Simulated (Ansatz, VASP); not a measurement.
## CoO: VASP beside Ansatz

File INCAR:

```
SYSTEM = CoO
PREC = Accurate
ENCUT = 520
EDIFF = 1E-6
ISMEAR = 0
SIGMA = 0.1
LREAL = .False.
LASPH = .True.
NELM = 150
ALGO = Normal
ISIF = 2
LWAVE = .False.
LCHARG = .False.
ISPIN = 2
MAGMOM = 2.74 0.38
LORBIT = 11
LMAXMIX = 4
NBANDS = 18
```

KPOINTS

```
regular mesh
0
Gamma
  20 20 20
  0 0 0
```

Contents of POSCAR:

```
CoO
1.0
   -1.5080001529      1.5080001529      2.1072499549
    1.5080001529     -1.5080001529      2.1072499549
    1.5080001529      1.5080001529     -2.1072499549
Co O
1 1
Direct
    0.0000000000      0.0000000000      0.0000000000
    0.5000000000      0.5000000000      0.0000000000
```

Input for Ansatz:

```yaml
crystal:
  lattice:
    - [-1.5080001529, 1.5080001529, 2.1072499549]
    - [1.5080001529, -1.5080001529, 2.1072499549]
    - [1.5080001529, 1.5080001529, -2.1072499549]
  atoms:
    - { symbol: Co, position: [0.0, 0.0, 0.0], spin: 2.74 }
    - { symbol: O, position: [0.5, 0.5, 0.0], spin: 0.38 }
basis:
  ecutwfc: 420
kpoints:
  mp_grid: { grid: [20, 20, 20] }
hamiltonian:
  xc: lda
scf:
  occupations: { method: gaussian, width: 0.1 }
output:
  forces: true
  stress: true
  eigenvalues: true
  populations: true
  write_density: true
  write_potential: true
  elf: true
  volumetric_format: npy
magnetization:
  spin_polarized: true
```

Alike in both runs: task single point; functional LDA; k mesh 20 × 20 × 20; occupations gaussian, width 0.1 eV; collinear spin.

|  | VASP | Ansatz |
| --- | --- | --- |
| version | VASP 6.6.1 | Ansatz 0.2.0 |
| potentials or method | VASP PAW LDA potentials, release 64 (Co, O), cutoff 520 eV | scalar-relativistic, plane waves, PAW |
| valence electrons in the cell | 15 | 23 |

```csv
,VASP,Ansatz,Ansatz less VASP
gap on the k mesh at the Fermi level (eV),none,none,-
pressure (GPa),-19.8,-17.9,+1.91
"traceless stress, the component that is largest in VASP (GPa)",-0.25,-0.25,-0.005
net moment per atom (μB),1.34,1.43,+0.089
size of the moment on the site where the two differ most (μB),0.28,0.33,+0.059
```

LDA's correlation is that of Perdew and Zunger in VASP and of Perdew and Wang (1992) in Ansatz. Site moments also hang on the region over which each program counts them. A gap of «none» marks a metal or a gap that the smearing closes. VASP's potentials hold 15 valence electrons a cell and Ansatz's 23, so a difference there can come from the potentials and not from the codes.
